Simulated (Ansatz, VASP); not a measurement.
**RbBr in VASP and in Ansatz**

The input INCAR:

```
SYSTEM = RbBr
  PREC = Accurate
  ENCUT = 520
  EDIFF = 1E-8
  ISMEAR = -1
  SIGMA = 0.02
  LREAL = .FALSE.
  LASPH = .TRUE.
  NELM = 60
  ALGO = Normal
  ISIF = 2
  LWAVE = .FALSE.
  LCHARG = .FALSE.
  GGA = PE
  LEFG = .TRUE.
  NBANDS = 15
```

The input KPOINTS:

```
Automatic mesh
0
G
  6 6 6
  0 0 0
```

The input POSCAR:

```
RbBr
1.0
    0.0000000000      3.4726038566      3.4726038566
    3.4726038566      0.0000000000      3.4726038566
    3.4726038566      3.4726038566      0.0000000000
Rb Br
1 1
Direct
    0.0000000000      0.0000000000      0.0000000000
    0.5000000000      0.5000000000      0.5000000000
```

Input for Ansatz:

```yaml
crystal:
  lattice:
    - [0.0, 3.4726038566, 3.4726038566]
    - [3.4726038566, 0.0, 3.4726038566]
    - [3.4726038566, 3.4726038566, 0.0]
  atoms:
    - { symbol: Rb, position: [0.0, 0.0, 0.0] }
    - { symbol: Br, position: [0.5, 0.5, 0.5] }
kpoints:
  mp_grid: { grid: [6, 6, 6] }
scf:
  occupations: { method: fermi_dirac, width: 0.02 }
hamiltonian:
  xc: pbe
  pseudopotentials: { kind: paw }
output:
  forces: true
  stress: true
  eigenvalues: true
  efg: { contact_densities: true }
```

Change from the starting cell: volume scaled by 1.04, PAW files.

Alike in both runs: task electric field gradients; functional PBE; k mesh 6 × 6 × 6; occupations fermi-dirac, width 0.02 eV; no spin polarisation.

|  | VASP | Ansatz |
| --- | --- | --- |
| version | VASP 6.6.1 | Ansatz 0.2.0 |
| potentials or method | VASP PAW PBE potentials, release 64 (Rb_sv, Br) | PAW with Ansatz's default frozen-core files, scalar-relativistic |
| plane-wave cutoff (eV) | 520 | 420 |
| valence electrons in the cell | 16 | 16 |

```tsv
	VASP	Ansatz	Ansatz less VASP
gap on the k mesh at the Fermi level (eV)	4.26	4.27	+0.002
pressure (GPa)	0.4	0.4	-0.02
```
